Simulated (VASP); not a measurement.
Write the native input for VASP 6.6.1 that does the following.

```
Task                   : single point
Functional             : PBE
Dispersion             : D3(BJ)
Potentials or basis    : VASP PAW PBE potentials, release 64 (C, N)
Cutoff                 : 520 eV
k mesh                 : 12 × 12 × 1
Occupations            : gaussian, width 0.1 eV
Spin                   : no spin polarisation
Dipole correction      : yes
Further INCAR settings : ALGO = Normal; EDIFF = 1e-06; NBANDS = 34
```

The structure of C10N lies in POSCAR:

```
C10N
1.0
    2.4655379968      0.0000000000      0.0000000000
   -1.2327689984      2.1341461181      0.0000000000
    0.0000000000      0.0000000000     32.5979680033
C N
10 1
Direct
    0.0833101796      0.1666203592      0.2607524494
    0.4166898204      0.8333796408      0.2607524494
    0.5833101796      0.1666203592      0.3650391026
    0.9166898204      0.8333796408      0.3650391026
   -0.0653553967     -0.1132166418      0.4683707768
    0.2679921133      0.5535484682      0.4683810811
    0.6091536036      0.2720933144      0.5717020126
    0.9425035887      0.9388368732      0.5718287061
   -0.0196666411      0.0322973993      0.6646474930
    0.3138209611      0.6992442660      0.6745969165
    0.3152269985      0.7003814988      0.7191807997
```

These files were run (other wordings do the same):

INCAR

```
PREC = Accurate
ENCUT = 520
EDIFF = 1E-6
ISMEAR = 0
SIGMA = 0.1
LREAL = F
LASPH = T
NELM = 80
ALGO = Normal
ISIF = 2
LWAVE = F
LCHARG = F
LDIPOL = T
IDIPOL = 3
DIPOL = 0.5 0.5 0.490
GGA = PE
IVDW = 12
NBANDS = 34
```

KPOINTS

```
Automatic mesh
0
Gamma
  12 12 1
```

Potentials or basis: VASP PAW PBE potentials, release 64 (C, N).

The run is started by

```bash
$ cat potpaw_PBE.64/C/POTCAR potpaw_PBE.64/N/POTCAR > POTCAR
$ mpirun -np 1 vasp_std > vasp.out
```

Results of the run:

```json
{"Largest force": "0.098 eV/Å", "Band gap on the k mesh": "zero (an odd number of electrons rules out a gap without spin polarisation)", "Dispersion energy per atom": "-0.143 eV"}
```

Run time: 10 min on 1 thread of Intel(R) Xeon(R) 6975P-C (Granite Rapids), on a shared host, peak memory 0.47 GiB.
